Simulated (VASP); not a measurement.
Here is a VASP 6.6.1 calculation.

Contents of INCAR:

```
PREC = Accurate
ENCUT = 520
EDIFF = 1E-8
ISMEAR = -1
SIGMA = 0.03
LREAL = F
LASPH = T
NELM = 80
ALGO = Normal
ISIF = 2
LWAVE = F
LCHARG = F
GGA = PS
LEFG = T
NBANDS = 10
```

File KPOINTS:

```
regular mesh
0
Gamma
  15 15 8
```

Contents of POSCAR:

```
Li
1.0
    3.1213377828      0.0000000000      0.0000000000
   -1.5606688914      2.7031578137      0.0000000000
    0.0000000000      0.0000000000      5.1099203901
Li
2
Direct
    0.3333333333      0.6666666667      0.2500000000
    0.6666666667      0.3333333333      0.7500000000
```

Potentials or basis: VASP PAW PBE potentials, release 64 (Li_sv).

Command:

```bash
$ cat potpaw_PBE.64/Li_sv/POTCAR > POTCAR
$ mpirun -np 1 vasp_std > vasp.out
```

Question: Estimate the band gap on the k mesh.

Answer: Zero (bands 3 and 4 overlap by 4.49 eV).
